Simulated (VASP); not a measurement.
A run of VASP 6.6.1 is set up as follows.

INCAR

```
SYSTEM = Ge
PREC = Accurate
ENCUT = 520
EDIFF = 1E-7
ISMEAR = -1
SIGMA = 0.02
LREAL = .FALSE.
LASPH = .TRUE.
NELM = 100
ALGO = Normal
ISIF = 2
LWAVE = .FALSE.
LCHARG = .TRUE.
LELF = .TRUE.
LVHAR = .TRUE.
NBANDS = 51
```

Contents of KPOINTS:

```
Automatic mesh
0
G
  9 9 1
  0 0 0
```

File POSCAR:

```
Ge
1.0
    3.9751430018      0.0000000000      0.0000000000
   -1.9875715009      3.4425748232      0.0000000000
    0.0000000000      0.0000000000     23.3028000000
Ge
6
Direct
    0.0000000000      0.0000000000      0.3420761859
    0.3333333333      0.6666666667      0.3748806487
    0.3333333333      0.6666666667      0.4829060380
    0.6666666667      0.3333333333      0.5170939595
    0.6666666667      0.3333333333      0.6251193500
    0.0000000000      0.0000000000      0.6579238163
```

Potentials or basis: VASP PAW LDA potentials, release 64 (Ge_d).

Run with:

```bash
$ cat potpaw_LDA.64/Ge_d/POTCAR > POTCAR
$ mpirun -np 1 vasp_std > vasp.out
```

(1) Predict the largest force.

(2) Predict the band gap on the k mesh.

## Answers

(1) 0.016 eV/Å.

(2) zero (band 42 reaches -0.86 eV, above the bottom of band 43 at -0.93 eV).
